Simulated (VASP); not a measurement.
# SiC (P6_3mc) in VASP: notebook, part 2 of 2

VASP 6.6.1. Earlier steps stand in the parts before.

## (3) Single point, LDA (volume 9.332 Å^3 an atom, c/a of the conventional cell 1.5768)

The input, INCAR:

```
PREC = Accurate
ENCUT = 520
EDIFF = 1E-6
ISMEAR = 0
SIGMA = 0.05
LREAL = F
LASPH = T
NELM = 60
ALGO = Normal
ISIF = 2
LWAVE = F
LCHARG = F
NBANDS = 16
```

The input, KPOINTS:

```
Automatic mesh
0
Gamma
  12 12 6
```

The input, POSCAR:

```
SiC
1.0
    3.0123758657      0.0000000000      0.0000000000
   -1.5061879329      2.6087940254      0.0000000000
    0.0000000000      0.0000000000      4.7499142650
Si C
2 2
Direct
    0.3333333333      0.6666666667      0.0014458110
    0.6666666667      0.3333333333      0.5014458110
    0.3333333333      0.6666666667      0.3835541890
    0.6666666667      0.3333333333      0.8835541890
```

Potentials or basis: VASP PAW LDA potentials, release 64 (Si, C).

Launch:

```console
$ cat potpaw_LDA.64/Si/POTCAR potpaw_LDA.64/C/POTCAR > POTCAR
$ mpirun -np 1 vasp_std > vasp.out
```

Run time: 79 s. Hardware: 1 thread of AMD EPYC 7R13, shared host; peak memory 0.13 GiB.

It converged, with:

```
Free energy            : -32.9855 eV
Pressure               : 22.8 GPa
Largest force          : 0.005 eV/Å
Band gap on the k mesh : 1.97 eV, indirect (least direct gap 3.75 eV)
```

Forces on the atoms (eV/Å):
```
Si   0.000  0.000 -0.005
Si   0.000  0.000 -0.005
C    0.000  0.000  0.005
C    0.000  0.000  0.005
```

Stress tensor (GPa, compression positive):
```
15.72  0.00  0.00
 0.00 15.72  0.00
 0.00  0.00 37.04
```

Levels at points of the mesh, in eV from the valence-band top:
```tsv
k point	band 6	band 7	band 8	band 9	band 10	band 11
(0.00, 0.00, 0.00)	-0.36	-0.36	0.00	4.74	6.58	6.58
(0.50, 0.00, 0.00)	-4.04	-3.77	-1.47	2.27	4.36	7.15
(0.00, 0.00, 0.50)	-1.21	-1.21	-1.21	6.00	6.00	7.23
(0.50, 0.00, 0.50)	-3.01	-2.39	-2.39	3.29	3.29	5.53
```

 A k mesh can miss the band edges.

## (4) Single point, LDA (volume 9.332 Å^3 an atom, c/a of the conventional cell 1.7084)

The input, INCAR:

```
  PREC = Accurate
  ENCUT = 520
  EDIFF = 1E-7
  ISMEAR = 0
  SIGMA = 0.05
  LREAL = False
  LASPH = True
  NELM = 100
  ALGO = Normal
  ISIF = 2
  LWAVE = False
  LCHARG = False
  GGA = CA
  NBANDS = 16
```

KPOINTS is that of step 3.

The input, POSCAR:

```
SiC
1.0
    2.9329512359      0.0000000000      0.0000000000
   -1.4664756180      2.5400102783      0.0000000000
    0.0000000000      0.0000000000      5.0106538914
Si C
2 2
Direct
    0.3333333333      0.6666666667      0.0074057784
    0.6666666667      0.3333333333      0.5074057784
    0.3333333333      0.6666666667      0.3775942216
    0.6666666667      0.3333333333      0.8775942216
```

Potentials or basis: VASP PAW LDA potentials, release 64 (Si, C).

Launch:

```console
$ cat potpaw_LDA.64/Si/POTCAR potpaw_LDA.64/C/POTCAR > POTCAR
$ mpirun -np 1 vasp_std > vasp.out
```

OUTCAR:

```text
PREC = Accurate
   ENCUT = 520
   EDIFF = 1E-7
   ISMEAR = 0
   LREAL = False
   LASPH = True
   NELM = 100
   ISIF = 2
   GGA = CA

 ion  position               nearest neighbor table
   1  0.333  0.667  0.007-   4 1.81   4 1.81   4 1.81   3 1.85   2 3.02   2 3.02   2 3.02   2 3.02
                             2 3.02   2 3.02
   2  0.667  0.333  0.507-   3 1.81   3 1.81   3 1.81   4 1.85   1 3.02   1 3.02   1 3.02   1 3.02
                             1 3.02   1 3.02
   3  0.333  0.667  0.378-   2 1.81   2 1.81   2 1.81   1 1.85
   4  0.667  0.333  0.878-   1 1.81   1 1.81   1 1.81   2 1.85

  LATTYP: Found a hexagonal cell.
 ALAT       =     2.9329512359
 C/A-ratio  =     1.7084000000

  Lattice vectors:

 A1 = (   2.9329512359,   0.0000000000,   0.0000000000)
 A2 = (  -1.4664756180,   2.5400102783,   0.0000000000)
 A3 = (   0.0000000000,   0.0000000000,   5.0106538914)

Analysis of symmetry for initial positions (statically):
=====================================================================
 Subroutine PRICEL returns:
 Original cell was already a primitive cell.

 Routine SETGRP: Setting up the symmetry group for a
 hexagonal supercell.

[... 169 lines left out ...]
  free energy    TOTEN  =       -32.97645381 eV

  energy without entropy =      -32.97645381  energy(sigma->0) =      -32.97645381

 E-fermi :   9.8215     XC(G=0): -11.9974

 val. band max:        9.5977724509   @ k =   0.0000   0.0000   0.0000
 cond. band min:      11.1648825118   @ k =   0.3333   0.3333   0.0000
 fundamental gap:      1.5671100609
 Fermi energy:         9.8214983301

 k-point     1 :       0.0000    0.0000    0.0000
  band No.  band energies     occupation
      1      -6.8795      2.00000
      2      -3.1713      2.00000
      3      -0.0546      2.00000
      4       8.4158      2.00000
      5       8.4158      2.00000
      6       8.9446      2.00000
[... 433 lines left out ...]
      3       1.8826      2.00000
      4       3.2719      2.00000
      5       4.5173      2.00000
      6       6.6947      2.00000
[... 8 lines left out ...]
     15      21.4240      0.00000
     16      22.4421      0.00000

 [... further k-points ...]
[... 5 lines left out ...]
  --------------------------------------------------------------------------------------
  -------------------------------------------------------------------------------------
  Total        7.2640632      7.2640632      1.7095917     -0.0000000      0.0000000      0.0000000
  in kB      311.7851865    311.7851865     73.3784036     -0.0000000      0.0000000      0.0000000
  external PRESSURE =     232.3162589 kB  Pullay stress =       0.0000000 kB

 VOLUME and BASIS-vectors are now :
 -----------------------------------------------------------------------------
  energy-cutoff  :      520.00
  volume of cell :       37.33
      direct lattice vectors                 reciprocal lattice vectors
     2.932951236  0.000000000  0.000000000     0.340953504  0.196849597  0.000000000
    -1.466475618  2.540010278  0.000000000     0.000000000  0.393699194  0.000000000
     0.000000000  0.000000000  5.010653891     0.000000000  0.000000000  0.199574750

 POSITION                                       TOTAL-FORCE (eV/Angst)
 -----------------------------------------------------------------------------------
     -0.00000      1.69334      0.03711        -0.000000      0.000000      0.000733
      1.46648      0.84667      2.54243        -0.000000      0.000000      0.000733
     -0.00000      1.69334      1.89199         0.000000      0.000000     -0.000733
      1.46648      0.84667      4.39732         0.000000      0.000000     -0.000733
 -----------------------------------------------------------------------------------
    total drift:                               -0.000000      0.000000     -0.000352

  FREE ENERGIE OF THE ION-ELECTRON SYSTEM (eV)
  ---------------------------------------------------
  free  energy   TOTEN  =       -32.9764538127 eV

  energy  without entropy=      -32.9764538127  energy(sigma->0) =      -32.97645381
```

stdout:

```text
POSCAR found type information on POSCAR SiC
 POSCAR found :  2 types and       4 ions
 scaLAPACK will be used
 LDA part: xc-table for (Slater(with rela. corr.)+CA(PZ))
 , standard interpolation
 POSCAR, INCAR and KPOINTS ok, starting setup
 FFT: planning ... GRIDC
 FFT: planning ... GRID_SOFT
 FFT: planning ... GRID
 WAVECAR not read
 entering main loop
```

Run time: 97 s. Hardware: 1 thread of AMD EPYC 7R13, shared host; peak memory 0.13 GiB.

What came out:

- Free energy: -32.9765 eV
- Pressure: 23.2 GPa
- Band gap on the k mesh: 1.57 eV, indirect (least direct gap 4.37 eV)

Stress tensor (GPa, compression positive):
```
31.18  0.00  0.00
 0.00 31.18  0.00
 0.00  0.00  7.34
```

 A k mesh can miss the band edges.

## (5) The runs side by side

```tsv
cell	gap on the mesh (eV)	pressure (GPa)
a = 2.972, b = 2.972, c = 4.879 Å, angles 90.0, 90.0, 120.0°, 4 atoms	1.95	23.0
a = 3.012, b = 3.012, c = 4.750 Å, angles 90.0, 90.0, 120.0°, 4 atoms	1.97	22.8
a = 2.933, b = 2.933, c = 5.011 Å, angles 90.0, 90.0, 120.0°, 4 atoms	1.57	23.2
```

Alike in all rows: task single point; level LDA; potentials or basis VASP PAW LDA potentials, release 64 (Si, C); no spin polarisation; k mesh 12 × 12 × 6; cutoff (eV) 520; smearing gaussian 0.05 eV.

Absolute energies hang on the potentials; compare differences alone.
